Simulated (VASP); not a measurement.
Here is a VASP 6.6.1 calculation.

Contents of INCAR:

```
PREC = Accurate
ENCUT = 600
EDIFF = 1E-6
ISMEAR = 0
SIGMA = 0.1
LREAL = False
LASPH = True
NELM = 150
ALGO = Normal
ISIF = 3
LWAVE = False
LCHARG = False
ISPIN = 2
MAGMOM = 1 1 1 1
LORBIT = 11
GGA = PE
IBRION = 2
NSW = 90
EDIFFG = -0.04
```

KPOINTS

```
regular mesh
0
Gamma
  6 6 2
```

File POSCAR:

```
C3N
1.0
    2.8862103600      0.0000000000      0.0000000000
    0.0000000000      2.8862103600      0.0000000000
    0.0000000000      0.0000000000      7.5064168700
C N
3 1
Direct
    0.5000000000      0.5000000000      0.7648133600
    0.0000000000      0.0000000000      0.5000000000
    0.5000000000      0.5000000000      0.2351866400
    0.0000000000      0.0000000000      0.0000000000
```

Potentials or basis: VASP PAW PBE potentials, release 64 (C, N).

Command:

```bash
$ cat potpaw_PBE.64/C/POTCAR potpaw_PBE.64/N/POTCAR > POTCAR
$ mpirun -np 1 vasp_std > vasp.out
```

(1) What does it give for the net moment?

(2) Estimate the site moments.

(3) Predict the space group after relaxing (to 0.1 Å).

(4) Predict the relaxed cell.

Results:

(1) -0.57 μB per cell.

(2) C +0.03, -0.00 (each value once); N -0.49 μB.

(3) P4/mmm (No. 123).

(4) a = 2.651 Å, b = 2.651 Å, c = 4.338 Å, α = 90.00°, β = 90.00°, γ = 90.00°.

Caveat: the k points lie up to 0.72 Å⁻¹ apart in the final cell; a moment this small can come from the mesh or the smearing.
